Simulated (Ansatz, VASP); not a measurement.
## C: VASP beside Ansatz

```
C
1.0
     0.00000    1.71652    1.78340
     1.85028    0.00000    1.78340
     1.85028    1.71652    0.00000
C
2
Cartesian
  1.8503 1.7165 1.7834
  2.7754 2.5748 2.6751
```

Change from the starting cell: strain +0.0375 x Voigt [1, -1, 0, 0, 0, 0], atoms carried along.

Alike in both runs: task single point; functional r2SCAN; k mesh 12 × 12 × 12; occupations gaussian, width 0.05 eV; no spin polarisation.

|  | VASP | Ansatz |
| --- | --- | --- |
| version | VASP 6.6.1 | Ansatz 0.2.0 |
| potentials or method | VASP PAW PBE potentials, release 64 (C), cutoff 520 eV | scalar-relativistic, plane waves, PAW |
| valence electrons in the cell | 8 | 8 |

Ansatz gave:

```
gap on the k mesh at the Fermi level (eV)                     : 2.90
least direct gap on the mesh (eV)                             : 4.85
pressure (GPa)                                                : -1.7
traceless stress, the component that is largest in VASP (GPa) : -38.15
```

Task: What did VASP give for the same quantities?

Result: gap on the k mesh at the Fermi level (eV): 2.87; least direct gap on the mesh (eV): 4.80; pressure (GPa): -0.6; traceless stress, the component that is largest in VASP (GPa): -38.08.

VASP's potentials were made for PBE, not for r2SCAN.
